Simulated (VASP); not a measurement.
CoW2, 6 atoms in the cell. The structure is orthorhombic, space group Cmcm (No. 63). Conventional cell: a = 8.506 Å, b = 4.593 Å, c = 4.423 Å, α = 90.00°, β = 90.00°, γ = 90.00°. Co (site symmetry m2m) has 10 W at 2.58 to 2.87 Å and 2 Co at 2.69 Å within 3.4 Å. W (site symmetry m) has 5 Co at 2.58 to 2.87 Å and 7 W at 2.72 to 2.83 Å within 3.4 Å. 

- Program: VASP 6.6.1
- Task: single point
- Functional: PBE
- Potentials or basis: VASP PAW PBE potentials, release 64 (Co, W_sv)
- Cutoff: 520 eV
- k mesh: 6 × 6 × 4
- Occupations: gaussian, width 0.1 eV
- Spin: collinear spin, ferromagnetic start
- Starting moments: [3.0, 3.0, 0.0, 0.0, 0.0, 0.0] μB
- Dipole correction: no
- Further INCAR settings: ALGO = Normal; EDIFF = 1e-06; NBANDS = 50

Potentials or basis: VASP PAW PBE potentials, release 64 (Co, W_sv).

The run is started by

```sh
$ cat potpaw_PBE.64/Co/POTCAR potpaw_PBE.64/W_sv/POTCAR > POTCAR
$ mpirun -np 1 vasp_std > vasp.out
```

Hardware: 1 thread of Intel(R) Xeon(R) 6975P-C (Granite Rapids) (shared host).

Q: Estimate the wall time of this run.

A: It took 4.7 min on 1 thread of Intel(R) Xeon(R) 6975P-C (Granite Rapids), with other jobs on the host, peak memory 0.39 GiB. Counts: scf iterations 22, k points 39.
